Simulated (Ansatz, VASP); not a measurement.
# Ir: VASP beside Ansatz

Contents of INCAR:

```
PREC = Accurate
ENCUT = 520
EDIFF = 1E-6
ISMEAR = 0
SIGMA = 0.15
LREAL = False
LASPH = True
NELM = 60
ALGO = Fast
ISIF = 2
LWAVE = False
LCHARG = True
GGA = PS
LELF = True
LVHAR = True
NBANDS = 10
```

The input KPOINTS:

```
regular mesh
0
Gamma
  22 22 22
```

Contents of POSCAR:

```
Ir
1.0
    0.0000000000      1.8237150000      1.9676925000
    1.8237150000      0.0000000000      1.9676925000
    1.8237150000      1.8237150000      0.0000000000
Ir
1
Direct
    0.0000000000      0.0000000000      0.0000000000
```

Input for Ansatz:

```yaml
crystal:
  lattice:
    - [0.0, 1.823715, 1.9676925]
    - [1.823715, 0.0, 1.9676925]
    - [1.823715, 1.823715, 0.0]
  atoms:
    - { symbol: Ir, position: [0.0, 0.0, 0.0] }
basis:
  ecutwfc: 420
kpoints:
  mp_grid: { grid: [22, 22, 22] }
hamiltonian:
  xc: pbesol
scf:
  occupations: { method: gaussian, width: 0.15 }
output:
  forces: true
  stress: true
  eigenvalues: true
  write_density: true
  write_potential: true
  elf: true
  volumetric_format: npy
```

Change from the starting cell: strain -0.050 along x and y, +0.025 along z, atoms carried along.

Alike in both runs: task single point; functional PBEsol; k mesh 22 × 22 × 22; occupations gaussian, width 0.15 eV; no spin polarisation.

```csv
,VASP,Ansatz
version,VASP 6.6.1,Ansatz 0.2.0
potentials or method,"VASP PAW PBE potentials, release 64 (Ir), cutoff 520 eV","scalar-relativistic, plane waves, PAW"
valence electrons in the cell,9,17
```

|  | VASP | Ansatz | Ansatz less VASP |
| --- | --- | --- | --- |
| gap on the k mesh at the Fermi level (eV) | none | none | - |
| pressure (GPa) | 36.2 | 34.5 | -1.71 |
| traceless stress, the component that is largest in VASP (GPa) | -24.38 | -24.38 | -0.005 |

VASP's potentials were made for PBE, not for PBEsol. A gap of «none» marks a metal or a gap that the smearing closes. Both programs put the cell under a high pressure, so it lies far from rest at this level. VASP's potentials hold 9 valence electrons a cell and Ansatz's 17, so a difference there can come from the potentials and not from the codes.

Neither program's run includes spin-orbit coupling.
